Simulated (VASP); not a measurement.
# K (Pm-3m) in VASP: notebook

The runs below take K through single point, with LDA.

Program: VASP 6.6.1. These are calculated values, not measurements. Logs are shortened: lines on timing, memory, paths and dates and some standing lists are left out, and cuts for length are marked.

## (1) The cell of the first run

It takes space group Pm-3m (No. 221, cubic). Conventional cell: a = 3.029 Å, b = 3.029 Å, c = 3.029 Å, α = 90.00°, β = 90.00°, γ = 90.00°. Within 4.0 Å of K (site symmetry m-3m) lie 6 K at 3.03 Å.

## (2) Single point, LDA (volume scaled by 0.4)

INCAR reads:

```
  PREC = Accurate
  ENCUT = 500
  EDIFF = 1E-6
  ISMEAR = -1
  SIGMA = 0.05
  LREAL = False
  LASPH = True
  NELM = 120
  ALGO = Normal
  ISIF = 2
  LWAVE = False
  LCHARG = False
  NBANDS = 10
  GGA_COMPAT = False
```

KPOINTS reads:

```
Automatic mesh
0
Gamma
  9 9 9
```

POSCAR reads:

```
K
1.0
    3.0290301768      0.0000000000      0.0000000000
    0.0000000000      3.0290301768      0.0000000000
    0.0000000000      0.0000000000      3.0290301768
K
1
Direct
    0.0000000000      0.0000000000      0.0000000000
```

Potentials or basis: VASP PAW LDA potentials, release 64 (K_sv).

Started as:

```
cat potpaw_LDA.64/K_sv/POTCAR > POTCAR
mpirun -np 1 vasp_std > vasp.out
```

OUTCAR:

```text
PREC = Accurate
   ENCUT = 500
   EDIFF = 1E-6
   ISMEAR = -1
   LREAL = False
   LASPH = True
   NELM = 120
   ISIF = 2

 ion  position               nearest neighbor table
   1  0.000  0.000  0.000-

  LATTYP: Found a simple cubic cell.
 ALAT       =     3.0290301768

  Lattice vectors:

 A1 = (   3.0290301768,   0.0000000000,   0.0000000000)
 A2 = (   0.0000000000,   3.0290301768,   0.0000000000)
 A3 = (   0.0000000000,   0.0000000000,   3.0290301768)

Analysis of symmetry for initial positions (statically):
=====================================================================
 Subroutine PRICEL returns:
 Original cell was already a primitive cell.

 Routine SETGRP: Setting up the symmetry group for a
 simple cubic supercell.

 Subroutine GETGRP returns: Found 48 space group operations
 (whereof 48 operations were pure point group operations)
 out of a pool of 48 trial point group operations.

The static configuration has the point symmetry O_h .

Analysis of symmetry for dynamics (positions and initial velocities):
=====================================================================
 Subroutine PRICEL returns:
 Original cell was already a primitive cell.

 Routine SETGRP: Setting up the symmetry group for a
 simple cubic supercell.

 Subroutine GETGRP returns: Found 48 space group operations
 (whereof 48 operations were pure point group operations)
 out of a pool of 48 trial point group operations.

The dynamic configuration has the point symmetry O_h .

 Subroutine INISYM returns: Found 48 space group operations
 (whereof 48 operations are pure point group operations),
 and found     1 'primitive' translations

----------------------------------------------------------------------------------------

                                     Primitive cell

  volume of cell :      27.7914

  direct lattice vectors                    reciprocal lattice vectors
     3.029030177  0.000000000  0.000000000     0.330138672  0.000000000  0.000000000
     0.000000000  3.029030177  0.000000000     0.000000000  0.330138672  0.000000000
     0.000000000  0.000000000  3.029030177     0.000000000  0.000000000  0.330138672

  length of vectors
     3.029030177  3.029030177  3.029030177     0.330138672  0.330138672  0.330138672

  position of ions in fractional coordinates (direct lattice)
     0.000000000  0.000000000  0.000000000

  ion indices of the primitive-cell ions
   primitive index   ion index
                 1           1

----------------------------------------------------------------------------------------

 KPOINTS: Automatic mesh

Automatic generation of k-mesh.
 Grid dimensions read from file:
 generate k-points for:    9    9    9

 Generating k-lattice:

  Cartesian coordinates                     Fractional coordinates (reciprocal lattice)
     0.036682075  0.000000000  0.000000000     0.111111111  0.000000000  0.000000000
     0.000000000  0.036682075  0.000000000     0.000000000  0.111111111  0.000000000
     0.000000000  0.000000000  0.036682075     0.000000000  0.000000000  0.111111111

  Length of vectors
     0.036682075  0.036682075  0.036682075

  Shift w.r.t. Gamma in fractional coordinates (k-lattice)
     0.000000000  0.000000000  0.000000000

 Subroutine IBZKPT returns following result:
 ===========================================

 Found     35 irreducible k-points:

 Following reciprocal coordinates:
            Coordinates               Weight
  0.000000  0.000000  0.000000      1.000000
  0.111111  0.000000  0.000000      6.000000
  0.222222  0.000000  0.000000      6.000000
  0.333333  0.000000  0.000000      6.000000
  0.444444  0.000000  0.000000      6.000000
  0.111111  0.111111  0.000000     12.000000
[... 16 lines left out ...]
  0.333333  0.333333  0.111111     24.000000
  0.444444  0.333333  0.111111     48.000000
 [... further k-points ...]
   k-points           NKPTS =     35   k-points in BZ     NKDIM =     35   number of bands    NBANDS=     10
   number of dos      NEDOS =    301   number of ions     NIONS =      1
   total plane-waves  NPLWV =  13824
   dimension x,y,z NGX =    24 NGY =   24 NGZ =   24
   dimension x,y,z NGXF=    48 NGYF=   48 NGZF=   48
   ions per type =               1
   NGX,Y,Z   is equivalent  to a cutoff of  13.17, 13.17, 13.17 a.u.
   NGXF,Y,Z  is equivalent  to a cutoff of  26.34, 26.34, 26.34 a.u.
 SYSTEM =  unknown system
   PREC   = accura    normal or accurate (medium, high low for compatibility)
   ISTART =      0    job   : 0-new  1-cont  2-samecut
   ICHARG =      2    charge: 1-file 2-atom 10-const
   ISPIN  =      1    spin polarized calculation?
   LNONCOLLINEAR =      F non collinear calculations
   LSORBIT =      F    spin-orbit coupling
   LASPH  =      T    aspherical Exc in radial PAW
   ENCUT  =  500.0 eV  36.75 Ry    6.06 a.u.   5.52  5.52  5.52*2*pi/ulx,y,z
   NELM   =    120;   NELMIN=  2; NELMDL= -5     # of ELM steps
   EDIFF  = 0.1E-05   stopping-criterion for ELM
   LREAL  =      F    real-space projection
   EDIFFG = 0.1E-04   stopping-criterion for IOM
   NSW    =      0    number of steps for IOM
   IBRION =     -1    ionic relax: 0-MD 1-quasi-New 2-CG
   NFREE  =      0    steps in history (QN), initial steepest desc. (CG)
   ISIF   =      2    stress and relaxation
   ISYM   =      2    0-nonsym 1-usesym 2-fastsym
   POTIM  = 0.5000    time-step for ionic-motion
   TEBEG  =    0.0;   TEEND  =   0.0 temperature during run
   PSTRESS=    0.0 pullay stress
   NELECT =       9.0000    total number of electrons
   NUPDOWN=      -1.0000    fix difference up-down
   EMIN   =  10.00;   EMAX   =-10.00  energy-range for DOS
   EFERMI =   0.00;   METHOD = LEGACY
   ISMEAR =    -1;   SIGMA  =   0.05  broadening in eV -4-tet -1-fermi 0-gaus
   EFERMI_NEDOS =   21; number of points for ismear=-14 and -15
   IALGO  =     38    algorithm
   IMIX   =      4    mixing-type and parameters
     AMIX     =   0.40;   BMIX     =  1.00
     AMIX_MAG =   1.60;   BMIX_MAG =  1.00
  volume/ion in A,a.u.               =      27.79       187.55
  Fermi-wavevector in a.u.,A,eV,Ry     =   1.124222  2.124471 17.196064  1.263875
  Thomas-Fermi vector in A             =   2.260893
   LORBIT       =      0    0 simple, 1 ext, 2 COOP (PROOUT), +10 PAW based schemes
   GGA     = CA    functional components
   LHFCALC =     F    Hartree Fock is set to
   AEXX    =    0.0000 exact exchange contribution
   IVDW    =     0    specifies the selected vdW correction
   LEPSILON=     F    determine dielectric tensor
   LRPA    =     F    only Hartree local field effects (RPA)
 non-spin polarized calculation
  energy-cutoff  :      500.00
  volume of cell :       27.79
 maximum number of plane-waves:       739
 NGX is ok and might be reduce to    24

 number of electron       9.0000000 magnetization

 Free energy of the ion-electron system (eV)
  ---------------------------------------------------
  ext. energy  EPLUGINS =         0.00000000
  ---------------------------------------------------
  free energy    TOTEN  =        -0.11084227 eV

  energy without entropy =       -0.09870766  energy(sigma->0) =       -0.10477496

 E-fermi :   2.9141     XC(G=0):  -9.0431

 val. band max:        2.8960818361   @ k =   0.4444   0.3333   0.1111
 cond. band min:       2.9325322653   @ k =   0.3333   0.3333   0.1111
 fundamental gap:      0.0364504292
 Fermi energy:         2.9140786806

 k-point     1 :       0.0000    0.0000    0.0000
  band No.  band energies     occupation
      1     -29.4077      2.00000
      2     -12.2732      2.00000
      3     -12.2732      2.00000
      4     -12.2732      2.00000
      5      -0.1740      2.00000
      6       5.0956      0.00000
      7       5.0956      0.00000
      8      12.0840      0.00000
      9      12.0840      0.00000
     10      12.0840      0.00000

 k-point     2 :       0.1111    0.0000    0.0000
  band No.  band energies     occupation
      1     -29.3805      2.00000
      2     -12.4901      2.00000
      3     -12.2549      2.00000
      4     -12.2549      2.00000
      5       0.1261      2.00000
      6       5.2008      0.00000
      7       5.3341      0.00000
      8      11.4381      0.00000
      9      11.4381      0.00000
     10      12.1232      0.00000

 k-point     3 :       0.2222    0.0000    0.0000
  band No.  band energies     occupation
      1     -29.3105      2.00000
      2     -13.0047      2.00000
      3     -12.2082      2.00000
      4     -12.2082      2.00000
      5       0.9165      2.00000
      6       5.4871      0.00000
      7       5.7800      0.00000
      8      10.3046      0.00000
      9      10.3046      0.00000
     10      12.2248      0.00000

 k-point     4 :       0.3333    0.0000    0.0000
  band No.  band energies     occupation
      1     -29.2289      2.00000
      2     -13.5416      2.00000
      3     -12.1543      2.00000
      4     -12.1543      2.00000
      5       2.0077      2.00000
      6       5.6659      0.00000
      7       5.8566      0.00000
      8       9.3708      0.00000
      9       9.3708      0.00000
     10      12.3442      0.00000

 k-point     5 :       0.4444    0.0000    0.0000
  band No.  band energies     occupation
      1     -29.1744      2.00000
      2     -13.8702      2.00000
      3     -12.1186      2.00000
      4     -12.1186      2.00000
      5       3.2335      0.00336
      6       4.7386      0.00000
      7       6.1319      0.00000
      8       8.8639      0.00000
      9       8.8639      0.00000
     10      12.4247      0.00000

 k-point     6 :       0.1111    0.1111    0.0000
  band No.  band energies     occupation
      1     -29.3535      2.00000
      2     -12.4923      2.00000
      3     -12.4454      2.00000
      4     -12.2368      2.00000
      5       0.4159      2.00000
      6       5.3623      0.00000
      7       5.5217      0.00000
      8      10.7194      0.00000
      9      11.3011      0.00000
     10      11.7222      0.00000

 k-point     7 :       0.2222    0.1111    0.0000
  band No.  band energies     occupation
      1     -29.2841      2.00000
      2     -12.9792      2.00000
      3     -12.4125      2.00000
      4     -12.1906      2.00000
      5       1.1744      2.00000
      6       5.6358      0.00000
      7       5.9786      0.00000
      8       9.6038      0.00000
      9      10.3489      0.00000
     10      11.7198      0.00000

 k-point     8 :       0.3333    0.1111    0.0000
  band No.  band energies     occupation
      1     -29.2031      2.00000
      2     -13.5093      2.00000
      3     -12.3512      2.00000
      4     -12.1373      2.00000
      5       2.2140      2.00000
      6       5.6295      0.00000
      7       6.1452      0.00000
      8       8.9991      0.00000
      9       9.4469      0.00000
     10      11.8609      0.00000

 k-point     9 :       0.4444    0.1111    0.0000
  band No.  band energies     occupation
      1     -29.1490      2.00000
      2     -13.8343      2.00000
      3     -12.3104      2.00000
      4     -12.1020      2.00000
      5       3.4110      0.00010
      6       4.6582      0.00000
      7       6.3920      0.00000
      8       8.7241      0.00000
      9       8.9494      0.00000
     10      11.9625      0.00000
[... 118 lines left out ...]
 k-point    19 :       0.4444    0.1111    0.1111
  band No.  band energies     occupation
      1     -29.1238      2.00000
      2     -13.7990      2.00000
      3     -12.3078      2.00000
      4     -12.2756      2.00000
      5       3.5167      0.00001
      6       4.7663      0.00000
      7       6.6188      0.00000
      8       7.9807      0.00000
      9       9.6426      0.00000
     10      11.4316      0.00000

 k-point    20 :       0.2222    0.2222    0.1111
  band No.  band energies     occupation
      1     -29.1903      2.00000
      2     -12.9318      2.00000
      3     -12.8330      2.00000
      4     -12.3398      2.00000
      5       2.0225      2.00000
      6       6.0537      0.00000
      7       6.6578      0.00000
      8       8.7284      0.00000
      9       9.7250      0.00000
     10      10.1750      0.00000

 k-point    21 :       0.3333    0.2222    0.1111
  band No.  band energies     occupation
      1     -29.1116      2.00000
      2     -13.3961      2.00000
      3     -12.7992      2.00000
      4     -12.2815      2.00000
      5       2.7566      1.91779
      6       5.7890      0.00000
      7       6.9701      0.00000
      8       8.2347      0.00000
      9       9.6747      0.00000
     10      10.2894      0.00000

 k-point    22 :       0.4444    0.2222    0.1111
  band No.  band energies     occupation
      1     -29.0591      2.00000
      2     -13.7079      2.00000
      3     -12.7484      2.00000
      4     -12.2428      2.00000
      5       3.3816      0.00017
      6       5.2383      0.00000
      7       7.2165      0.00000
      8       7.6283      0.00000
      9      10.2231      0.00000
     10      10.4731      0.00000

 k-point    23 :       0.3333    0.3333    0.1111
  band No.  band energies     occupation
      1     -29.0349      2.00000
      2     -13.3304      2.00000
      3     -13.2612      2.00000
      4     -12.2256      2.00000
      5       2.9325      0.81753
      6       5.7425      0.00000
      7       7.5064      0.00000
      8       8.2007      0.00000
      9       9.9142      0.00000
     10      10.0566      0.00000

 k-point    24 :       0.4444    0.3333    0.1111
  band No.  band energies     occupation
      1     -28.9837      2.00000
      2     -13.6011      2.00000
      3     -13.2302      2.00000
      4     -12.1884      2.00000
      5       2.8961      1.17805
      6       5.9296      0.00000
      7       7.4212      0.00000
      8       8.0440      0.00000
      9      10.1786      0.00000
     10      10.6664      0.00000

 [... further k-points ...]
[... 5 lines left out ...]
  --------------------------------------------------------------------------------------
  -------------------------------------------------------------------------------------
  Total        2.2390748      2.2390748      2.2390748      0.0000000     -0.0000000      0.0000000
  in kB      129.0828048    129.0828048    129.0828048      0.0000000     -0.0000000      0.0000000
  external PRESSURE =     129.0828048 kB  Pullay stress =       0.0000000 kB

 VOLUME and BASIS-vectors are now :
 -----------------------------------------------------------------------------
  energy-cutoff  :      500.00
  volume of cell :       27.79
      direct lattice vectors                 reciprocal lattice vectors
     3.029030177  0.000000000  0.000000000     0.330138672  0.000000000  0.000000000
     0.000000000  3.029030177  0.000000000     0.000000000  0.330138672  0.000000000
     0.000000000  0.000000000  3.029030177     0.000000000  0.000000000  0.330138672

 POSITION                                       TOTAL-FORCE (eV/Angst)
 -----------------------------------------------------------------------------------
      0.00000      0.00000      0.00000         0.000000      0.000000      0.000000
 -----------------------------------------------------------------------------------
    total drift:                                0.000000      0.000000     -0.000000

  FREE ENERGIE OF THE ION-ELECTRON SYSTEM (eV)
  ---------------------------------------------------
  free  energy   TOTEN  =        -0.1108422706 eV

  energy  without entropy=       -0.0987076553  energy(sigma->0) =       -0.10477496
```

Wall time 8.6 s (1 thread of AMD EPYC 7R13, shared host); peak memory 0.1 GiB.

Results:

- Free energy: -0.1108 eV
- Pressure: 12.9 GPa

Levels at points of the mesh, in eV from the Fermi level:
```
           k point  band 1  band 2  band 3  band 4  band 5  band 6  band 7  band 8  band 9  band 10
(0.00, 0.00, 0.00)  -32.32  -15.19  -15.19  -15.19   -3.09    2.18    2.18    9.17    9.17     9.17
```

## (3) Single point, LDA (volume scaled by 0.4)

INCAR reads:

```
SYSTEM = K
PREC = Accurate
ENCUT = 500
EDIFF = 1E-6
ISMEAR = -1
SIGMA = 0.05
LREAL = .FALSE.
LASPH = .TRUE.
NELM = 120
ALGO = Normal
ISIF = 2
LWAVE = .FALSE.
LCHARG = .FALSE.
NBANDS = 10
GGA_COMPAT = .FALSE.
```

KPOINTS reads:

```
Automatic mesh
0
G
  9 9 9
  0 0 0
```

POSCAR is that of step 2.

Potentials or basis: VASP PAW LDA potentials, release 64 (K_sv).

Started as:

```
cat potpaw_LDA.64/K_sv/POTCAR > POTCAR
mpirun -np 1 vasp_std > vasp.out
```

Wall time 8 s (1 thread of AMD EPYC 7R13, shared host); peak memory 0.1 GiB.

Results (log left out):

| Property | Result |
| --- | --- |
| Free energy | -0.1108 eV |
| Pressure | 12.9 GPa |

Levels at points of the mesh, in eV from the Fermi level:
```csv
k point,band 1,band 2,band 3,band 4,band 5,band 6,band 7,band 8,band 9,band 10
"(0.00, 0.00, 0.00)",-32.32,-15.19,-15.19,-15.19,-3.09,2.18,2.18,9.17,9.17,9.17
```

## (4) Single point, LDA (volume scaled by 0.4)

INCAR reads:

```
SYSTEM = K
PREC = Accurate ; ENCUT = 500
EDIFF = 1E-6 ; ISMEAR = -1
SIGMA = 0.05 ; LREAL = .FALSE.
LASPH = .TRUE. ; NELM = 120
ALGO = Normal ; ISIF = 2
LWAVE = .FALSE. ; LCHARG = .FALSE.
GGA = CA ; NBANDS = 10
GGA_COMPAT = .FALSE.
```

KPOINTS is that of step 3.

POSCAR is that of step 3.

Started as:

```
cat potpaw_LDA.64/K_sv/POTCAR > POTCAR
mpirun -np 1 vasp_std > vasp.out
```

It took 8.1 s on 1 thread of AMD EPYC 7R13, shared host; peak memory 0.1 GiB.

Results (log left out):

```yaml
Free_energy: -0.1108 eV
Pressure: 12.9 GPa
```

Levels at points of the mesh, in eV from the Fermi level:
```csv
k point,band 3,band 4,band 5,band 6,band 7,band 8
"(0.00, 0.00, 0.00)",-15.19,-15.19,-3.09,2.18,2.18,9.17
```
